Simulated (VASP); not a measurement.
Crystal: I.

```xyz
1
Lattice="0.0000 2.3813 3.9357 2.2068 0.0000 3.9357 2.2068 2.3813 0.0000" Properties=species:S:1:pos:R:3 pbc="T T T"
I     0.0000    0.0000    0.0000
```

This cell differs from its parent crystal: volume scaled by 1.02.

Base run:

```yaml
Program: VASP 6.6.1
Functional: LDA
Potentials_or_basis: VASP PAW LDA potentials, release 64 (I)
Cutoff: 520 eV
k_mesh: 9 × 9 × 9
Occupations: fermi-dirac, width 0.05 eV
Spin: no spin polarisation
```

Its results: pressure -2.7 GPa.

Q: The run is repeated on the same cell with these changes: functional from LDA to PBEsol; potentials or basis from VASP PAW LDA potentials, release 64 (I) to VASP PAW PBE potentials, release 64 (I). What comes out?

A: Pressure -1.8 GPa.

Caveats: an odd number of electrons without spin polarisation forces a metal; a magnetic or distorted state may lie lower; the PAW data sets were made with another functional, which shifts forces and pressure a little (some runs).
